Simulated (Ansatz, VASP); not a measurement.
**Ta2Al3: VASP beside Ansatz**

The input INCAR:

```
  PREC = Accurate
  ENCUT = 600
  EDIFF = 1E-6
  ISMEAR = 0
  SIGMA = 0.1
  LREAL = F
  LASPH = T
  NELM = 60
  ALGO = Fast
  ISIF = 3
  LWAVE = F
  LCHARG = F
  GGA = PE
  IBRION = 2
  NSW = 100
  EDIFFG = -0.01
```

KPOINTS

```
Automatic mesh
0
Gamma
  12 12 8
```

Contents of POSCAR:

```
Ta2Al3
1.0
    4.5214541063      0.0000000000      0.0000000000
   -2.2607270532      3.9156941181      0.0000000000
    0.0000000000      0.0000000000      5.5466868706
Ta Al
2 3
Direct
    0.6666666667      0.3333333333      0.8847188334
    0.3333333333      0.6666666667      0.1152811666
    0.6666666667      0.3333333333      0.3827245156
    0.3333333333      0.6666666667      0.6172754844
    0.0000000000      0.0000000000      0.0000000000
```

Input for Ansatz:

```yaml
crystal:
  lattice:
    - [4.5214541063, 0.0, 0.0]
    - [-2.2607270532, 3.9156941181, 0.0]
    - [0.0, 0.0, 5.5466868706]
  atoms:
    - { symbol: Ta, position: [0.6666666667, 0.3333333333, 0.8847188334] }
    - { symbol: Ta, position: [0.3333333333, 0.6666666667, 0.1152811666] }
    - { symbol: Al, position: [0.6666666667, 0.3333333333, 0.3827245156] }
    - { symbol: Al, position: [0.3333333333, 0.6666666667, 0.6172754844] }
    - { symbol: Al, position: [0.0, 0.0, 0.0] }
basis:
  ecutwfc: 420
kpoints:
  mp_grid: { grid: [12, 12, 8] }
hamiltonian:
  xc: pbe
scf:
  occupations: { method: gaussian, width: 0.1 }
output:
  forces: true
  stress: true
  eigenvalues: true
relax:
  adjacent_minimum: "off"
  f_tol: 0.01
  max_steps: 80
  cell: { stress_tol: 0.05 }
```

Change from the starting cell: species swapped into the Ga3Ni2 type (P-3m1, No. 164).

Alike in both runs: task relaxation of cell and atoms; functional PBE; k mesh 12 × 12 × 8; occupations gaussian, width 0.1 eV; no spin polarisation.

|  | VASP | Ansatz |
| --- | --- | --- |
| version | VASP 6.6.1 | Ansatz 0.2.0 |
| potentials or method | VASP PAW PBE potentials, release 64 (Ta_pv, Al), cutoff 600 eV | scalar-relativistic, plane waves, PAW |
| valence electrons in the cell | 31 | 35 |

|  | VASP | Ansatz | Ansatz less VASP |
| --- | --- | --- | --- |
| gap on the k mesh at the Fermi level, each at its own relaxed structure (eV) | none | none | - |
| relaxed volume (Å³/atom) | 19.65 | 19.65 | -0.002 |
| relaxed length of the cell vector where the two differ most in proportion (Å) | 4.523 | 4.523 | -0.0003 |

A gap of «none» marks a metal or a gap that the smearing closes. VASP's potentials hold 31 valence electrons a cell and Ansatz's 35, so a difference there can come from the potentials and not from the codes.

Neither program's run includes spin-orbit coupling.
